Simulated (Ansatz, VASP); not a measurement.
## Two plane-wave programs on Cr

INCAR

```
SYSTEM = Cr
AGGAC    = 1.0          
AGGAX    = 1.0          
ALDAC    = 0.0          
ALDAX    = 1.0          
ALGO     = Normal         ! electronic algorithm
EDIFF    = 1E-6           ! SCF threshold, eV
ENCUT    = 520            ! plane-wave cutoff, eV
GGA      = B5             ! functional
ISIF     = 2              ! what is computed and relaxed
ISMEAR   = -1             ! smearing method
ISPIN    = 2              ! spin polarisation
LASPH    = .TRUE.         ! aspherical terms in the spheres
LCHARG   = .FALSE.        ! write CHGCAR
LMAXMIX  = 4              ! l up to which the mixer works
LORBIT   = 11             ! projections on sites
LREAL    = .FALSE.        ! projectors in reciprocal space
LWAVE    = .FALSE.        ! write WAVECAR
MAGMOM   = 2.633 -2.633   ! initial moments
NBANDS   = 23             ! bands
NELM     = 150            ! most SCF steps
PREC     = Accurate       ! precision mode
SIGMA    = 0.05           ! smearing width, eV
```

Contents of KPOINTS:

```
k-points
0
G
  16 16 16
  0 0 0
```

Contents of POSCAR:

```
Cr
1.0
    0.0000000000      2.7432689864      2.7432689864
    2.7432689864      0.0000000000      2.7432689864
    2.7432689864      2.7432689864      0.0000000000
Cr
2
Direct
    0.1250000000      0.1250000000      0.1250000000
    0.8750000000      0.8750000000      0.8750000000
```

Input for Ansatz:

```yaml
crystal:
  lattice:
    - [0.0, 2.7432689864, 2.7432689864]
    - [2.7432689864, 0.0, 2.7432689864]
    - [2.7432689864, 2.7432689864, 0.0]
  atoms:
    - { symbol: Cr, position: [0.125, 0.125, 0.125], spin: 2.633 }
    - { symbol: Cr, position: [0.875, 0.875, 0.875], spin: -2.633 }
hamiltonian:
  xc: blyp
  pseudopotentials:
    kind: paw
    azcp:
      Cr: "pseudopotentials/Cr.paw.azcp"
basis:
  ecutwfc: 420
  fft_grid_basis: typed
kpoints:
  mp_grid: { grid: [16, 16, 16], shift: [0, 0, 0] }
magnetization:
  spin_polarized: true
scf:
  occupations: { method: fermi_dirac, width: 0.05 }
```

Alike in both runs: task single point; functional BLYP; k mesh 16 × 16 × 16; occupations fermi-dirac, width 0.05 eV; collinear spin.

```csv
,VASP,Ansatz
version,VASP 6.6.1,Ansatz 0.2.0
potentials or method,"VASP PAW PBE potentials, release 64 (Cr_pv), cutoff 520 eV","plane waves (420 eV) with PAW, scalar-relativistic"
valence electrons in the cell,24,28
```

|  | VASP | Ansatz | Ansatz less VASP |
| --- | --- | --- | --- |
| net moment per atom (μB) | 0.00 | 0.00 | 0.000 |
| size of the moment on the site where the two differ most (μB) | 2.85 | 2.63 | -0.222 |

VASP's potentials were made for PBE, not for BLYP. Site moments also hang on the region over which each program counts them. With one functional, cell and mesh, what is left measures potentials, basis and numerics. VASP's potentials hold 24 valence electrons a cell and Ansatz's 28, so a difference there can come from the potentials and not from the codes.
